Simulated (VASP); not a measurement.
# Mg (P6_3/mmc) in VASP: a series of runs

Runs on Mg. Level: PBEsol. Tasks: single point.

Program: VASP 6.6.1. These are calculated values, not measurements. Logs are shortened: lines on timing, memory, paths and dates and some standing lists are left out, and cuts for length are marked.

**1. The cell of the first run**

The structure is hexagonal, space group P6_3/mmc (No. 194). The conventional cell has a = 3.054 Å, b = 3.054 Å, c = 4.900 Å, α = 90.00°, β = 90.00°, γ = 120.00°. Within 4.0 Å of Mg (site symmetry -6m2) lie 12 Mg at 3.02 to 3.05 Å.

**2. Single point, PBEsol (19.79 Å³/atom)**

The input, INCAR:

```
PREC = Accurate
ENCUT = 520
EDIFF = 1E-6
ISMEAR = 0
SIGMA = 0.1
LREAL = False
LASPH = True
NELM = 80
ALGO = Normal
ISIF = 2
LWAVE = False
LCHARG = False
GGA = PS
NBANDS = 9
```

The input, KPOINTS:

```
Automatic mesh
0
Gamma
  18 18 8
```

The input, POSCAR:

```
Mg
1.0
    3.0542321505      0.0000000000      0.0000000000
   -1.5271160752      2.6450426314      0.0000000000
    0.0000000000      0.0000000000      4.9002747726
Mg
2
Direct
    0.3333333333      0.6666666667      0.2500000000
    0.6666666667      0.3333333333      0.7500000000
```

Potentials or basis: VASP PAW PBE potentials, release 64 (Mg).

The run is started by

```sh
$ cat potpaw_PBE.64/Mg/POTCAR > POTCAR
$ mpirun -np 1 vasp_std > vasp.out
```

OUTCAR:

```text
PREC = Accurate
   ENCUT = 520
   EDIFF = 1E-6
   ISMEAR = 0
   LREAL = False
   LASPH = True
   NELM = 80
   ISIF = 2
   GGA = PS

 ion  position               nearest neighbor table
   1  0.333  0.667  0.250-   2 3.02   2 3.02   2 3.02   2 3.02   2 3.02   2 3.02
   2  0.667  0.333  0.750-   1 3.02   1 3.02   1 3.02   1 3.02   1 3.02   1 3.02

  LATTYP: Found a hexagonal cell.
 ALAT       =     3.0542321505
 C/A-ratio  =     1.6044211871

  Lattice vectors:

 A1 = (   3.0542321505,   0.0000000000,   0.0000000000)
 A2 = (  -1.5271160752,   2.6450426314,   0.0000000000)
 A3 = (   0.0000000000,   0.0000000000,   4.9002747726)

Analysis of symmetry for initial positions (statically):
=====================================================================
 Subroutine PRICEL returns:
 Original cell was already a primitive cell.

 Routine SETGRP: Setting up the symmetry group for a
 hexagonal supercell.

 Subroutine GETGRP returns: Found 24 space group operations
 (whereof 12 operations were pure point group operations)
 out of a pool of 24 trial point group operations.

The static configuration has the point symmetry D_3d.
 The point group associated with its full space group is D_6h.

Analysis of symmetry for dynamics (positions and initial velocities):
=====================================================================
 Subroutine PRICEL returns:
 Original cell was already a primitive cell.

 Routine SETGRP: Setting up the symmetry group for a
 hexagonal supercell.

 Subroutine GETGRP returns: Found 24 space group operations
 (whereof 12 operations were pure point group operations)
 out of a pool of 24 trial point group operations.

The dynamic configuration has the point symmetry D_3d.
 The point group associated with its full space group is D_6h.

 Subroutine INISYM returns: Found 24 space group operations
 (whereof 12 operations are pure point group operations),
 and found     1 'primitive' translations

----------------------------------------------------------------------------------------

                                     Primitive cell

  volume of cell :      39.5872

  direct lattice vectors                    reciprocal lattice vectors
     3.054232150  0.000000000  0.000000000     0.327414535  0.189032870  0.000000000
    -1.527116075  2.645042631  0.000000000     0.000000000  0.378065740  0.000000000
     0.000000000  0.000000000  4.900274773     0.000000000  0.000000000  0.204070189

  length of vectors
     3.054232150  3.054232150  4.900274773     0.378065740  0.378065740  0.204070189

  position of ions in fractional coordinates (direct lattice)
     0.333333333  0.666666667  0.250000000
     0.666666667  0.333333333  0.750000000

  ion indices of the primitive-cell ions
   primitive index   ion index
                 1           1
                 2           2

----------------------------------------------------------------------------------------

 KPOINTS: Automatic mesh

Automatic generation of k-mesh.
 Grid dimensions read from file:
 generate k-points for:   18   18    8

 Generating k-lattice:

  Cartesian coordinates                     Fractional coordinates (reciprocal lattice)
     0.018189696  0.010501826  0.000000000     0.055555556  0.000000000  0.000000000
     0.000000000  0.021003652  0.000000000     0.000000000  0.055555556  0.000000000
     0.000000000  0.000000000  0.025508774     0.000000000  0.000000000  0.125000000

  Length of vectors
     0.021003652  0.021003652  0.025508774

  Shift w.r.t. Gamma in fractional coordinates (k-lattice)
     0.000000000  0.000000000  0.000000000

 Subroutine IBZKPT returns following result:
 ===========================================

 Found    185 irreducible k-points:

 Following reciprocal coordinates:
            Coordinates               Weight
  0.000000  0.000000  0.000000      1.000000
  0.055556  0.000000  0.000000      6.000000
  0.111111  0.000000  0.000000      6.000000
  0.166667  0.000000  0.000000      6.000000
  0.222222  0.000000  0.000000      6.000000
  0.277778  0.000000  0.000000      6.000000
[... 16 lines left out ...]
  0.333333  0.111111  0.000000     12.000000
  0.388889  0.111111  0.000000     12.000000
 [... further k-points ...]
   k-points           NKPTS =    185   k-points in BZ     NKDIM =    185   number of bands    NBANDS=      9
   number of dos      NEDOS =    301   number of ions     NIONS =      2
   total plane-waves  NPLWV =  20736
   dimension x,y,z NGX =    24 NGY =   24 NGZ =   36
   dimension x,y,z NGXF=    48 NGYF=   48 NGZF=   72
   ions per type =               2
   NGX,Y,Z   is equivalent  to a cutoff of  13.06, 13.06, 12.21 a.u.
   NGXF,Y,Z  is equivalent  to a cutoff of  26.13, 26.13, 24.43 a.u.
 SYSTEM =  unknown system
   PREC   = accura    normal or accurate (medium, high low for compatibility)
   ISTART =      0    job   : 0-new  1-cont  2-samecut
   ICHARG =      2    charge: 1-file 2-atom 10-const
   ISPIN  =      1    spin polarized calculation?
   LNONCOLLINEAR =      F non collinear calculations
   LSORBIT =      F    spin-orbit coupling
   LASPH  =      T    aspherical Exc in radial PAW
   ENCUT  =  520.0 eV  38.22 Ry    6.18 a.u.   5.68  5.68  9.11*2*pi/ulx,y,z
   NELM   =     80;   NELMIN=  2; NELMDL= -5     # of ELM steps
   EDIFF  = 0.1E-05   stopping-criterion for ELM
   LREAL  =      F    real-space projection
   EDIFFG = 0.1E-04   stopping-criterion for IOM
   NSW    =      0    number of steps for IOM
   IBRION =     -1    ionic relax: 0-MD 1-quasi-New 2-CG
   NFREE  =      0    steps in history (QN), initial steepest desc. (CG)
   ISIF   =      2    stress and relaxation
   ISYM   =      2    0-nonsym 1-usesym 2-fastsym
   POTIM  = 0.5000    time-step for ionic-motion
   TEBEG  =    0.0;   TEEND  =   0.0 temperature during run
   PSTRESS=    0.0 pullay stress
   NELECT =       4.0000    total number of electrons
   NUPDOWN=      -1.0000    fix difference up-down
   EMIN   =  10.00;   EMAX   =-10.00  energy-range for DOS
   EFERMI =   0.00;   METHOD = LEGACY
   ISMEAR =     0;   SIGMA  =   0.10  broadening in eV -4-tet -1-fermi 0-gaus
   EFERMI_NEDOS =   21; number of points for ismear=-14 and -15
   IALGO  =     38    algorithm
   IMIX   =      4    mixing-type and parameters
     AMIX     =   0.40;   BMIX     =  1.00
     AMIX_MAG =   1.60;   BMIX_MAG =  1.00
  volume/ion in A,a.u.               =      19.79       133.57
  Fermi-wavevector in a.u.,A,eV,Ry     =   0.762506  1.440927  7.910631  0.581415
  Thomas-Fermi vector in A             =   1.861982
   LORBIT       =      0    0 simple, 1 ext, 2 COOP (PROOUT), +10 PAW based schemes
   GGA     = PS    functional components
   LHFCALC =     F    Hartree Fock is set to
   AEXX    =    0.0000 exact exchange contribution
   IVDW    =     0    specifies the selected vdW correction
   LEPSILON=     F    determine dielectric tensor
   LRPA    =     F    only Hartree local field effects (RPA)
 non-spin polarized calculation
 Gauss-broadening in eV      SIGMA  =   0.10
  energy-cutoff  :      520.00
  volume of cell :       39.59
 maximum number of plane-waves:      1092
 NGX is ok and might be reduce to    24
   NGX = 11   NGY = 11   NGZ = 19

 number of electron       4.0000000 magnetization

 Free energy of the ion-electron system (eV)
  ---------------------------------------------------
  ext. energy  EPLUGINS =         0.00000000
  ---------------------------------------------------
  free energy    TOTEN  =        -3.35744336 eV

  energy without entropy =       -3.35423812  energy(sigma->0) =       -3.35584074

 E-fermi :   3.4133     XC(G=0):  -9.0120

 val. band max:        3.4126850899   @ k =   0.5000   0.0000   0.3750
 cond. band min:       3.4484057209   @ k =   0.1667   0.1111   0.0000
 fundamental gap:      0.0357206310
 Fermi energy:         3.4132809054

 k-point     1 :       0.0000    0.0000    0.0000
  band No.  band energies     occupation
      1      -4.1837      2.00000
      2       1.5490      2.00000
      3       2.2910      2.00000
      4      15.0799      0.00000
      5      15.0799      0.00000
      6      15.4858      0.00000
      7      15.4858      0.00000
      8      16.1710      0.00000
      9      18.1371      0.00000

 k-point     2 :       0.0556    0.0000    0.0000
  band No.  band energies     occupation
      1      -4.1171      2.00000
      2       1.6086      2.00000
      3       2.3547      2.00000
      4      13.6555      0.00000
      5      14.3619      0.00000
      6      15.1913      0.00000
      7      16.2827      0.00000
      8      16.9430      0.00000
      9      18.7060      0.00000

 k-point     3 :       0.1111    0.0000    0.0000
  band No.  band energies     occupation
      1      -3.9175      2.00000
      2       1.7874      2.00000
      3       2.5442      2.00000
      4      11.8278      0.00000
      5      13.5720      0.00000
      6      14.3234      0.00000
      7      16.8809      0.00000
      8      17.2529      0.00000
      9      17.3225      0.00000

 k-point     4 :       0.1667    0.0000    0.0000
  band No.  band energies     occupation
      1      -3.5861      2.00000
      2       2.0857      2.00000
      3       2.8543      2.00000
      4      10.0375      0.00000
      5      12.8802      0.00000
      6      13.3794      0.00000
      7      15.0932      0.00000
      8      16.6667      0.00000
      9      17.7289      0.00000
[... 205 lines left out ...]
 k-point    22 :       0.2778    0.1111    0.0000
  band No.  band energies     occupation
      1      -1.6254      2.00000
      2       3.8819      0.00000
      3       4.2366      0.00000
      4       5.7607      0.00000
      5       8.5776      0.00000
      6      10.4069      0.00000
      7      11.8873      0.00000
      8      13.7023      0.00000
      9      15.1894      0.00000

 k-point    23 :       0.3333    0.1111    0.0000
  band No.  band energies     occupation
      1      -0.7910      2.00000
      2       3.5452      0.06207
      3       4.6630      0.00000
      4       5.7738      0.00000
      5       8.1668      0.00000
      6       9.0182      0.00000
      7      10.8293      0.00000
      8      13.3873      0.00000
      9      14.9474      0.00000

 k-point    24 :       0.3889    0.1111    0.0000
  band No.  band energies     occupation
      1       0.1591      2.00000
      2       2.3743      2.00000
      3       5.5649      0.00000
      4       6.4014      0.00000
      5       7.7498      0.00000
      6       7.7535      0.00000
      7      10.0431      0.00000
      8      13.1992      0.00000
      9      14.7976      0.00000

 [... further k-points ...]

------------------------ aborting loop because EDIFF is reached ----------------------------------------

  FORCE on cell =-STRESS in cart. coord.  units (eV):
  Direction    XX          YY          ZZ          XY          YZ          ZX
  --------------------------------------------------------------------------------------
  -------------------------------------------------------------------------------------
  Total        1.5185540      1.5185540      1.5547465      0.0000000     -0.0000000      0.0000000
  in kB       61.4590260     61.4590260     62.9238124      0.0000000     -0.0000000      0.0000000
  external PRESSURE =      61.9472882 kB  Pullay stress =       0.0000000 kB

 VOLUME and BASIS-vectors are now :
 -----------------------------------------------------------------------------
  energy-cutoff  :      520.00
  volume of cell :       39.59
      direct lattice vectors                 reciprocal lattice vectors
     3.054232150  0.000000000  0.000000000     0.327414535  0.189032870  0.000000000
    -1.527116075  2.645042631  0.000000000     0.000000000  0.378065740  0.000000000
     0.000000000  0.000000000  4.900274773     0.000000000  0.000000000  0.204070189

 POSITION                                       TOTAL-FORCE (eV/Angst)
 -----------------------------------------------------------------------------------
     -0.00000      1.76336      1.22507        -0.000000      0.000000      0.000000
      1.52712      0.88168      3.67521         0.000000     -0.000000      0.000000
 -----------------------------------------------------------------------------------
    total drift:                                0.000000     -0.000000      0.000000

  FREE ENERGIE OF THE ION-ELECTRON SYSTEM (eV)
  ---------------------------------------------------
  free  energy   TOTEN  =        -3.3574433569 eV

  energy  without entropy=       -3.3542381174  energy(sigma->0) =       -3.35584074
```

It took 31 s on 1 thread of AMD EPYC 7R13 (Zen 3), shared host; peak memory 0.17 GiB.

What came out:

```yaml
Free_energy: -3.3574 eV
Pressure: 6.2 GPa
Band_gap_on_the_k_mesh: zero (bands 2 and 3 overlap by 2.13 eV)
```

Stress tensor (GPa, compression positive):
```
6.15 0.00 0.00
0.00 6.15 0.00
0.00 0.00 6.29
```

Caveat: the cell stands under pressure; the PAW data sets were made with another functional, which shifts forces and pressure a little.

**3. Single point, PBEsol (20.47 Å³/atom)**

This run uses another cell than the first one, of 20.47 Å³/atom.

The input, INCAR:

```
SYSTEM = Mg
  PREC = Accurate
  ENCUT = 520
  EDIFF = 1E-7
  ISMEAR = 0
  SIGMA = 0.1
  LREAL = .False.
  LASPH = .True.
  NELM = 60
  ALGO = Normal
  ISIF = 2
  LWAVE = .False.
  LCHARG = .False.
  GGA = PS
  NBANDS = 9
```

The input, KPOINTS:

```
Automatic mesh
0
Gamma
  18 18 8
  0 0 0
```

The input, POSCAR:

```
Mg
1.0
    3.0885522383      0.0000000000      0.0000000000
   -1.5442761191      2.6747646993      0.0000000000
    0.0000000000      0.0000000000      4.9553386486
Mg
2
Direct
    0.3333333333      0.6666666667      0.2500000000
    0.6666666667      0.3333333333      0.7500000000
```

Potentials or basis: VASP PAW PBE potentials, release 64 (Mg).

The run is started by

```sh
$ cat potpaw_PBE.64/Mg/POTCAR > POTCAR
$ mpirun -np 1 vasp_std > vasp.out
```

Run time: 41 s. Hardware: 1 thread of AMD EPYC 7R13 (Zen 3), shared host; peak memory 0.17 GiB.

The run converged. Its results:

```yaml
Free_energy: -3.4013 eV
Pressure: 4.3 GPa
Band_gap_on_the_k_mesh: zero (bands 2 and 3 overlap by 2.13 eV)
```

Stress tensor (GPa, compression positive):
```
4.24 0.00 0.00
0.00 4.24 0.00
0.00 0.00 4.32
```

Levels at points of the mesh, in eV from the Fermi level:
```tsv
k point	band 1	band 2	band 3	band 4	band 5	band 6	band 7
(0.00, 0.00, 0.00)	-7.44	-1.81	-1.13	11.46	11.46	11.80	11.80
(0.50, 0.00, 0.00)	-2.39	-2.28	2.85	3.08	3.70	4.02	7.36
(0.00, 0.00, 0.50)	-5.92	-5.92	5.57	5.57	12.24	12.24	12.24
(0.50, 0.00, 0.50)	-1.25	-1.25	-0.44	-0.44	8.42	8.42	8.60
```

Caveat: the cell stands under pressure; the PAW data sets were made with another functional, which shifts forces and pressure a little.

**4. Single point, PBEsol (21.14 Å³/atom)**

This run uses another cell than the first one, of 21.14 Å³/atom.

The input, INCAR:

```
ALGO = Normal
EDIFF = 1E-7
ENCUT = 520
GGA = PS
ISIF = 2
ISMEAR = 0
LASPH = True
LCHARG = False
LREAL = False
LWAVE = False
NBANDS = 9
NELM = 80
PREC = Accurate
SIGMA = 0.1
```

The input, KPOINTS:

```
k-points
0
Gamma
  18 18 8
```

The input, POSCAR:

```
Mg
1.0
    3.1221260886      0.0000000000      0.0000000000
   -1.5610630443      2.7038405065      0.0000000000
    0.0000000000      0.0000000000      5.0092052453
Mg
2
Direct
    0.3333333333      0.6666666667      0.2500000000
    0.6666666667      0.3333333333      0.7500000000
```

The run is started by

```sh
$ cat potpaw_PBE.64/Mg/POTCAR > POTCAR
$ mpirun -np 1 vasp_std > vasp.out
```

It took 42 s on 1 thread of AMD EPYC 7R13 (Zen 3), shared host; peak memory 0.18 GiB.

It converged, with:

```yaml
Free_energy: -3.4301 eV
Pressure: 2.6 GPa
Band_gap_on_the_k_mesh: zero (bands 2 and 3 overlap by 2.14 eV)
```

Levels at points of the mesh, in eV from the Fermi level:
| k point | band 1 | band 2 | band 3 | band 4 | band 5 |
| --- | --- | --- | --- | --- | --- |
| (0.00, 0.00, 0.00) | -7.30 | -1.76 | -1.13 | 11.27 | 11.27 |
| (0.50, 0.00, 0.00) | -2.33 | -2.25 | 2.80 | 3.07 | 3.59 |
| (0.00, 0.00, 0.50) | -5.81 | -5.81 | 5.46 | 5.46 | 12.04 |
| (0.50, 0.00, 0.50) | -1.21 | -1.21 | -0.45 | -0.45 | 8.30 |

Caveat: the PAW data sets were made with another functional, which shifts forces and pressure a little.

**5. Single point, PBEsol (21.82 Å³/atom)**

This run uses another cell than the first one, of 21.82 Å³/atom.

The input, INCAR:

```
PREC = Accurate
ENCUT = 520
EDIFF = 1E-6
ISMEAR = 0
SIGMA = 0.1
LREAL = F
LASPH = T
NELM = 100
ALGO = Normal
ISIF = 2
LWAVE = F
LCHARG = F
GGA = PS
NBANDS = 9
```

The input, KPOINTS:

```
regular mesh
0
Gamma
  18 18 8
```

The input, POSCAR:

```
Mg
1.0
    3.1549929890      0.0000000000      0.0000000000
   -1.5774964945      2.7323040773      0.0000000000
    0.0000000000      0.0000000000      5.0619375967
Mg
2
Direct
    0.3333333333      0.6666666667      0.2500000000
    0.6666666667      0.3333333333      0.7500000000
```

The run is started by

```sh
$ cat potpaw_PBE.64/Mg/POTCAR > POTCAR
$ mpirun -np 1 vasp_std > vasp.out
```

Run time: 38 s. Hardware: 1 thread of AMD EPYC 7R13 (Zen 3), shared host; peak memory 0.18 GiB.

The run converged. Its results:

| Property | Result |
| --- | --- |
| Free energy | -3.4460 eV |
| Pressure | 1.2 GPa |
| Band gap on the k mesh | zero (bands 2 and 3 overlap by 2.14 eV) |

Levels at points of the mesh, in eV from the Fermi level:
```csv
k point,band 1,band 2,band 3,band 4,band 5,band 6,band 7
"(0.00, 0.00, 0.00)",-7.16,-1.71,-1.13,11.09,11.09,11.28,11.28
"(0.50, 0.00, 0.00)",-2.27,-2.22,2.74,3.05,3.50,3.87,7.01
"(0.00, 0.00, 0.50)",-5.70,-5.70,5.36,5.36,11.85,11.85,11.85
"(0.50, 0.00, 0.50)",-1.18,-1.18,-0.46,-0.46,8.20,8.20,8.22
```

Caveat: the PAW data sets were made with another functional, which shifts forces and pressure a little.

**6. The runs side by side**

```csv
cell,gap on the mesh (eV),pressure (GPa)
"a = 3.054, b = 3.054, c = 4.900 Å, angles 90.0, 90.0, 120.0°, 2 atoms",none,6.2
"a = 3.089, b = 3.089, c = 4.955 Å, angles 90.0, 90.0, 120.0°, 2 atoms",none,4.3
"a = 3.122, b = 3.122, c = 5.009 Å, angles 90.0, 90.0, 120.0°, 2 atoms",none,2.6
"a = 3.155, b = 3.155, c = 5.062 Å, angles 90.0, 90.0, 120.0°, 2 atoms",none,1.2
```

Alike in all rows: task single point; level PBEsol; potentials or basis VASP PAW PBE potentials, release 64 (Mg); no spin polarisation; k mesh 18 × 18 × 8; cutoff (eV) 520; smearing gaussian 0.1 eV.

Caveats: the PAW data sets were made with another functional, which shifts forces and pressure a little; the cell stands under pressure (at least some runs).

Total energies depend on the potentials used, so only differences within one code and one set of settings carry meaning.

The gap in the log of VASP goes by the Fermi energy; the results here count the filled bands.